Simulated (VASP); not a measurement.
# HfSn2Se6 (P-3m1) in VASP: single point with LDA

Aim: the single point of HfSn2Se6 with LDA.

Program: VASP 6.6.1. These are calculated values, not measurements. Logs are shortened: lines on timing, memory, paths and dates and some standing lists are left out, and cuts for length are marked.

### Step 1. The cell of the first run

The structure is trigonal, space group P-3m1 (No. 164). The conventional cell has a = 3.838 Å, b = 3.838 Å, c = 21.152 Å, α = 90.00°, β = 90.00°, γ = 120.00°. Within 3.6 Å of Hf (site symmetry -3m) lie 6 Se at 2.70 Å. Sn (site symmetry 3m) has 6 Se at 2.74 Å within 3.6 Å. Se (site symmetry 3m) has 3 Hf at 2.70 Å within 3.6 Å. Se (site symmetry 3m) has 3 Sn at 2.74 Å within 3.6 Å. Se (site symmetry 3m) has 3 Sn at 2.74 Å within 3.6 Å.

### Step 2. Single point, LDA

INCAR reads:

```
PREC     = Accurate       # precision mode
ENCUT    = 520            # plane-wave cutoff, eV
EDIFF    = 1E-6           # SCF threshold, eV
ISMEAR   = 0              # smearing method
SIGMA    = 0.02           # smearing width, eV
LREAL    = F              # projectors in reciprocal space
LASPH    = T              # aspherical terms in the spheres
NELM     = 60             # most SCF steps
ALGO     = Normal         # electronic algorithm
ISIF     = 2              # what is computed and relaxed
LWAVE    = F              # write WAVECAR
LCHARG   = T              # write CHGCAR
LELF     = T              # ELF
LVHAR    = T            
NBANDS   = 47             # bands
```

KPOINTS reads:

```
Automatic mesh
0
Gamma
  12 12 2
```

POSCAR reads:

```
HfSn2Se6
1.0
    3.8375998077      0.0000000000      0.0000000000
   -1.9187999038      3.3234589230      0.0000000000
    0.0000000000      0.0000000000     21.1522331915
Hf Sn Se
1 2 6
Direct
    0.0000000000      0.0000000000      0.0000000000
    0.0000000000      0.0000000000      0.3328270788
    0.0000000000      0.0000000000      0.6671729212
    0.3333333333      0.6666666667      0.0731736920
    0.3333333333      0.6666666667      0.4087393364
    0.3333333333      0.6666666667      0.7430818385
    0.6666666667      0.3333333333      0.2569181615
    0.6666666667      0.3333333333      0.5912606636
    0.6666666667      0.3333333333      0.9268263080
```

Potentials or basis: VASP PAW LDA potentials, release 64 (Hf_pv, Sn_d, Se).

Command:

```bash
$ cat potpaw_LDA.64/Hf_pv/POTCAR potpaw_LDA.64/Sn_d/POTCAR potpaw_LDA.64/Se/POTCAR > POTCAR
$ mpirun -np 1 vasp_std > vasp.out
```

OUTCAR:

```text
PREC = Accurate
   ENCUT = 520
   EDIFF = 1E-6
   ISMEAR = 0
   LREAL = F
   LASPH = T
   NELM = 60
   ISIF = 2

 ion  position               nearest neighbor table
   1  0.000  0.000  0.000-   4 2.70   9 2.70   4 2.70   9 2.70   9 2.70   4 2.70
   2  0.000  0.000  0.333-   7 2.74   7 2.74   7 2.74   5 2.74   5 2.74   5 2.74
   3  0.000  0.000  0.667-   6 2.74   6 2.74   6 2.74   8 2.74   8 2.74   8 2.74
   4  0.333  0.667  0.073-   1 2.70   1 2.70   1 2.70
   5  0.333  0.667  0.409-   2 2.74   2 2.74   2 2.74
   6  0.333  0.667  0.743-   3 2.74   3 2.74   3 2.74
   7  0.667  0.333  0.257-   2 2.74   2 2.74   2 2.74
   8  0.667  0.333  0.591-   3 2.74   3 2.74   3 2.74
   9  0.667  0.333  0.927-   1 2.70   1 2.70   1 2.70

  LATTYP: Found a hexagonal cell.
 ALAT       =     3.8375998077
 C/A-ratio  =     5.5118392358

  Lattice vectors:

 A1 = (   3.8375998077,   0.0000000000,   0.0000000000)
 A2 = (  -1.9187999038,   3.3234589230,   0.0000000000)
 A3 = (   0.0000000000,   0.0000000000,  21.1522331915)

Analysis of symmetry for initial positions (statically):
=====================================================================
 Subroutine PRICEL returns:
 Original cell was already a primitive cell.

 Routine SETGRP: Setting up the symmetry group for a
 hexagonal supercell.

 Subroutine GETGRP returns: Found 12 space group operations
 (whereof 12 operations were pure point group operations)
 out of a pool of 24 trial point group operations.

The static configuration has the point symmetry D_3d.

Analysis of symmetry for dynamics (positions and initial velocities):
=====================================================================
 Subroutine PRICEL returns:
 Original cell was already a primitive cell.

 Routine SETGRP: Setting up the symmetry group for a
 hexagonal supercell.

 Subroutine GETGRP returns: Found 12 space group operations
 (whereof 12 operations were pure point group operations)
 out of a pool of 24 trial point group operations.

The dynamic configuration has the point symmetry D_3d.

 Subroutine INISYM returns: Found 12 space group operations
 (whereof 12 operations are pure point group operations),
 and found     1 'primitive' translations

----------------------------------------------------------------------------------------

                                     Primitive cell

[... 110 lines left out ...]
   ISIF   =      2    stress and relaxation
   ISYM   =      2    0-nonsym 1-usesym 2-fastsym
   POTIM  = 0.5000    time-step for ionic-motion
   TEBEG  =    0.0;   TEEND  =   0.0 temperature during run
   PSTRESS=    0.0 pullay stress
   NELECT =      74.0000    total number of electrons
   NUPDOWN=      -1.0000    fix difference up-down
   EMIN   =  10.00;   EMAX   =-10.00  energy-range for DOS
   EFERMI =   0.00;   METHOD = LEGACY
   ISMEAR =     0;   SIGMA  =   0.02  broadening in eV -4-tet -1-fermi 0-gaus
   EFERMI_NEDOS =   21; number of points for ismear=-14 and -15
   IALGO  =     38    algorithm
   IMIX   =      4    mixing-type and parameters
     AMIX     =   0.40;   BMIX     =  1.00
     AMIX_MAG =   1.60;   BMIX_MAG =  1.00
  volume/ion in A,a.u.               =      29.98       202.28
  Fermi-wavevector in a.u.,A,eV,Ry     =   1.063694  2.010090 15.394239  1.131445
  Thomas-Fermi vector in A             =   2.199187
   LORBIT       =      0    0 simple, 1 ext, 2 COOP (PROOUT), +10 PAW based schemes
   GGA     = CA    functional components
   LHFCALC =     F    Hartree Fock is set to
   AEXX    =    0.0000 exact exchange contribution
   IVDW    =     0    specifies the selected vdW correction
   LEPSILON=     F    determine dielectric tensor
   LRPA    =     F    only Hartree local field effects (RPA)
 non-spin polarized calculation
 Gauss-broadening in eV      SIGMA  =   0.02
  energy-cutoff  :      520.00
  volume of cell :      269.78
 maximum number of plane-waves:      7314
 NGX is ok and might be reduce to    30
   NGX = 15   NGY = 15   NGZ = 79

 number of electron      73.9999989 magnetization

 Free energy of the ion-electron system (eV)
  ---------------------------------------------------
  ext. energy  EPLUGINS =         0.00000000
  ---------------------------------------------------
  free energy    TOTEN  =       -50.08322149 eV

  energy without entropy =      -50.08322149  energy(sigma->0) =      -50.08322149

 E-fermi :   2.5396     XC(G=0):  -8.9564

 val. band max:        2.3816939747   @ k =   0.0000   0.0000   0.0000
 cond. band min:       2.6952486915   @ k =   0.5000   0.0000   0.5000
 fundamental gap:      0.3135547168
 Fermi energy:         2.5396078205

 k-point     1 :       0.0000    0.0000    0.0000
  band No.  band energies     occupation
      1     -28.7521      2.00000
      2     -28.6924      2.00000
      3     -28.6924      2.00000
      4     -18.9373      2.00000
      5     -18.9373      2.00000
      6     -18.9373      2.00000
[... 1189 lines left out ...]
     46       7.3988      0.00000
     47       7.4103      0.00000

 [... further k-points ...]

------------------------ aborting loop because EDIFF is reached ----------------------------------------

  FORCE on cell =-STRESS in cart. coord.  units (eV):
  Direction    XX          YY          ZZ          XY          YZ          ZX
  --------------------------------------------------------------------------------------
  -------------------------------------------------------------------------------------
  Total       -6.8557287     -6.8557287     -5.8301543     -0.0000000      0.0000000      0.0000000
  in kB      -40.7153318    -40.7153318    -34.6245714     -0.0000000      0.0000000      0.0000000
  external PRESSURE =     -38.6850783 kB  Pullay stress =       0.0000000 kB

 VOLUME and BASIS-vectors are now :
 -----------------------------------------------------------------------------
  energy-cutoff  :      520.00
  volume of cell :      269.78
      direct lattice vectors                 reciprocal lattice vectors
     3.837599808  0.000000000  0.000000000     0.260579542  0.150445669  0.000000000
    -1.918799904  3.323458923  0.000000000     0.000000000  0.300891337  0.000000000
     0.000000000  0.000000000 21.152233191     0.000000000  0.000000000  0.047276332

 POSITION                                       TOTAL-FORCE (eV/Angst)
 -----------------------------------------------------------------------------------
      0.00000      0.00000      0.00000        -0.000000      0.000000      0.000000
      0.00000      0.00000      7.04004        -0.000000      0.000000      0.000168
      0.00000      0.00000     14.11220        -0.000000      0.000000     -0.000168
     -0.00000      2.21564      1.54779        -0.000000      0.000000     -0.532336
     -0.00000      2.21564      8.64575         0.000000      0.000000     -0.355150
     -0.00000      2.21564     15.71784        -0.000000     -0.000000     -0.358180
      1.91880      1.10782      5.43439         0.000000      0.000000      0.358180
      1.91880      1.10782     12.50648        -0.000000      0.000000      0.355150
      1.91880      1.10782     19.60445         0.000000     -0.000000      0.532336
 -----------------------------------------------------------------------------------
    total drift:                                0.000000     -0.000000      0.000000

  FREE ENERGIE OF THE ION-ELECTRON SYSTEM (eV)
  ---------------------------------------------------
  free  energy   TOTEN  =       -50.0832214872 eV

  energy  without entropy=      -50.0832214872  energy(sigma->0) =      -50.08322149
```

OSZICAR:

```text
N       E                     dE             d eps       ncg     rms          rms(c)
DAV:   1     0.678371894357E+03    0.67837E+03   -0.32848E+04  3603   0.162E+03
DAV:   2     0.592166230026E+02   -0.61916E+03   -0.59721E+03  3820   0.416E+02
DAV:   3    -0.458749071941E+02   -0.10509E+03   -0.10176E+03  4311   0.160E+02
DAV:   4    -0.521357310906E+02   -0.62608E+01   -0.62001E+01  4401   0.408E+01
DAV:   5    -0.523173421439E+02   -0.18161E+00   -0.18117E+00  4714   0.728E+00    0.436E+01
DAV:   6    -0.502554933948E+02    0.20618E+01   -0.51085E+00  4044   0.943E+00    0.309E+01
DAV:   7    -0.501820003735E+02    0.73493E-01   -0.23436E+00  4179   0.629E+00    0.474E+00
DAV:   8    -0.500865794163E+02    0.95421E-01   -0.37357E-01  4076   0.341E+00    0.273E+00
DAV:   9    -0.500849558123E+02    0.16236E-02   -0.80184E-02  4376   0.112E+00    0.103E+00
DAV:  10    -0.500833063148E+02    0.16495E-02   -0.93874E-03  4598   0.608E-01    0.318E-01
DAV:  11    -0.500832784176E+02    0.27897E-04   -0.13633E-03  4224   0.160E-01    0.135E-01
DAV:  12    -0.500832518087E+02    0.26609E-04   -0.13188E-04  4885   0.494E-02    0.405E-02
DAV:  13    -0.500832299550E+02    0.21854E-04   -0.30096E-05  4744   0.344E-02    0.288E-02
DAV:  14    -0.500832268003E+02    0.31548E-05   -0.18387E-05  3868   0.153E-02    0.419E-03
DAV:  15    -0.500832241196E+02    0.26807E-05   -0.27752E-06  3728   0.952E-03    0.386E-03
DAV:  16    -0.500832221167E+02    0.20029E-05   -0.17051E-06  3354   0.809E-03    0.149E-03
DAV:  17    -0.500832214872E+02    0.62949E-06   -0.22152E-06  3576   0.732E-03
   1 F= -.50083221E+02 E0= -.50083221E+02  d E =-.719345E-30
```

It took 17 min on 1 thread of Intel Xeon Platinum 8259CL at 2.50GHz (Skylake/Cascade Lake), shared host; peak memory 0.59 GiB.

What came out:

```
Free energy            : -50.0832 eV
Pressure               : -3.9 GPa
Largest force          : 0.532 eV/Å
Band gap on the k mesh : 0.31 eV (least direct gap 0.88 eV)
```

Forces in eV/Å, atoms in the order of the input:
```
Hf   0.000  0.000  0.000
Sn   0.000  0.000  0.000
Sn   0.000  0.000  0.000
Se   0.000  0.000 -0.532
Se   0.000  0.000 -0.355
Se   0.000  0.000 -0.358
Se   0.000  0.000  0.358
Se   0.000  0.000  0.355
Se   0.000  0.000  0.532
```

Stress tensor (GPa, compression positive):
```
-4.07  0.00  0.00
 0.00 -4.07  0.00
 0.00  0.00 -3.46
```

Caveat: the cell stands under tension; spin-orbit coupling is left out, which moves the levels of the heavy elements. A k mesh can miss the band edges.
